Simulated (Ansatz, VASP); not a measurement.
**As: VASP beside Ansatz**

```
As
1.0
     1.89144    1.09202    3.37139
    -1.89144    1.09202    3.37139
     0.00000   -2.18404    3.37139
As
2
Direct
  0.76971 0.76971 0.76971
  0.23029 0.23029 0.23029
```

Alike in both runs: functional PBE; dispersion D3(BJ); k mesh 15 × 15 × 15; occupations gaussian, width 0.1 eV; no spin polarisation.

Ansatz relaxed the structure, and its values are those at the end. VASP's run is a single point on that final structure, the one shown.

|  | VASP | Ansatz |
| --- | --- | --- |
| version | VASP 6.6.1 | Ansatz 0.2.0 |
| potentials or method | VASP PAW PBE potentials, release 64 (As), cutoff 520 eV | scalar-relativistic, plane waves, PAW |
| valence electrons in the cell | 10 | 30 |

```tsv
	VASP	Ansatz	Ansatz less VASP
gap on the k mesh at the Fermi level (eV)	none	none	-
pressure (GPa)	0.3	0.0	-0.30
rms of the force components (eV/Å)	0.030	0.002	-0.0283
```

A gap of «none» marks a metal or a gap that the smearing closes. VASP's potentials hold 10 valence electrons a cell and Ansatz's 30, so a difference there can come from the potentials and not from the codes.
